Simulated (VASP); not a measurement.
Set up this calculation in VASP 6.6.1, as the native input.

| Item | Value |
| --- | --- |
| Task | relaxation of cell and atoms |
| Functional | PBE |
| Potentials or basis | VASP PAW PBE potentials, release 64 (Mg, S) |
| Cutoff | 600 eV |
| k mesh | 6 × 6 × 6 |
| Occupations | gaussian, width 0.1 eV |
| Spin | no spin polarisation |
| Dipole correction | no |
| Further INCAR settings | ALGO = Normal; EDIFF = 1e-06; IBRION = 2; EDIFFG = -0.04; NSW = 90; ISIF = 3 |

The structure of MgS lies in POSCAR:

```
MgS
1.0
    3.6095677723      0.0000000000      0.0000000000
   -1.8047838861      3.1259773875      0.0000000000
    0.0000000000      0.0000000000      3.3134928068
Mg S
1 1
Direct
    0.3333333333      0.6666666667      0.5000000000
    0.0000000000      0.0000000000      0.0000000000
```

One way to write it, as run:

INCAR

```
ALGO = Normal ; EDIFF = 1E-6
EDIFFG = -0.04 ; ENCUT = 600
GGA = PE ; IBRION = 2
ISIF = 3 ; ISMEAR = 0
LASPH = True ; LCHARG = False
LREAL = False ; LWAVE = False
NELM = 60 ; NSW = 90
PREC = Accurate ; SIGMA = 0.1
```

KPOINTS

```
k-points
0
Gamma
  6 6 6
```

Potentials or basis: VASP PAW PBE potentials, release 64 (Mg, S).

The run is started by

```sh
$ cat potpaw_PBE.64/Mg/POTCAR potpaw_PBE.64/S/POTCAR > POTCAR
$ mpirun -np 1 vasp_std > vasp.out
```

It gave:

```yaml
Relaxed_volume: 18.58 Å³/atom
Relaxed_cell: a = 3.607 Å, b = 3.607 Å, c = 3.299 Å, α = 90.00°, β = 90.00°, γ = 120.00°
Space_group_after_relaxing_to_0.05_Å: P-6m2 (No. 187)
Energy_gained_by_relaxing: 0.1 meV/atom
Ionic_steps: 2
Pressure_after_relaxing: 0.1 GPa
Band_gap_on_the_k_mesh: 1.12 eV, indirect (least direct gap 2.11 eV)
```

Run time: 9.9 s on 1 thread of AMD EPYC 9R45 96-Core Processor (Zen 5), on a shared host, peak memory 0.14 GiB.
